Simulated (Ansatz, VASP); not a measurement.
## Two plane-wave programs on LiF

File INCAR:

```
SYSTEM = LiF
ALGO = Normal
EDIFF = 1E-6
ENCUT = 520
ISIF = 2
ISMEAR = 0
LASPH = .True.
LCHARG = .False.
LREAL = .False.
LWAVE = .False.
NBANDS = 18
NELM = 80
PREC = Accurate
SIGMA = 0.05
```

KPOINTS

```
k-points
0
Gamma
  9 9 6
  0 0 0
```

Contents of POSCAR:

```
LiF
1.0
    3.0609398175      0.0000000000      0.0000000000
   -1.5304699087      2.6508516414      0.0000000000
    0.0000000000      0.0000000000      4.8073245700
Li F
2 2
Direct
    0.3186879054      0.7066787200      0.3811542600
    0.6520212387      0.3733453866      0.8811542600
    0.3333333333      0.6666666667      0.9938437400
    0.6666666667      0.3333333333      0.4938437400
```

Input for Ansatz:

```yaml
crystal:
  lattice:
    - [3.0609398175, 0.0, 0.0]
    - [-1.5304699087, 2.6508516414, 0.0]
    - [0.0, 0.0, 4.80732457]
  atoms:
    - { symbol: Li, position: [0.3186879054, 0.70667872, 0.38115426] }
    - { symbol: Li, position: [0.6520212387, 0.3733453866, 0.88115426] }
    - { symbol: F, position: [0.3333333333, 0.6666666667, 0.99384374] }
    - { symbol: F, position: [0.6666666667, 0.3333333333, 0.49384374] }
basis:
  ecutwfc: 420
kpoints:
  mp_grid: { grid: [9, 9, 6] }
hamiltonian:
  xc: lda
scf:
  occupations: { method: gaussian, width: 0.05 }
output:
  forces: true
  stress: true
  eigenvalues: true
```

Change from the starting cell: all Li atoms moved -0.150 Å, as atom 1 along Cartesian [1 -1 0].

Alike in both runs: task single point; functional LDA; k mesh 9 × 9 × 6; occupations gaussian, width 0.05 eV; no spin polarisation.

|  | VASP | Ansatz |
| --- | --- | --- |
| version | VASP 6.6.1 | Ansatz 0.2.0 |
| potentials or method | VASP PAW LDA potentials, release 64 (Li_sv, F), cutoff 520 eV | scalar-relativistic, plane waves, PAW |
| valence electrons in the cell | 20 | 20 |

```csv
,VASP,Ansatz,Ansatz less VASP
gap on the k mesh at the Fermi level (eV),7.53,7.54,+0.017
least direct gap on the mesh (eV),7.53,7.54,+0.017
rms of the force components (eV/Å),0.380,0.375,-0.0050
```

LDA's correlation is that of Perdew and Zunger in VASP and of Perdew and Wang (1992) in Ansatz. Atom by atom the forces differ by 0.005 eV/Å (rms over components).

Noted on VASP's run: the cutoff is under 1.25 times that of the potentials, so the pressure is a little rough.
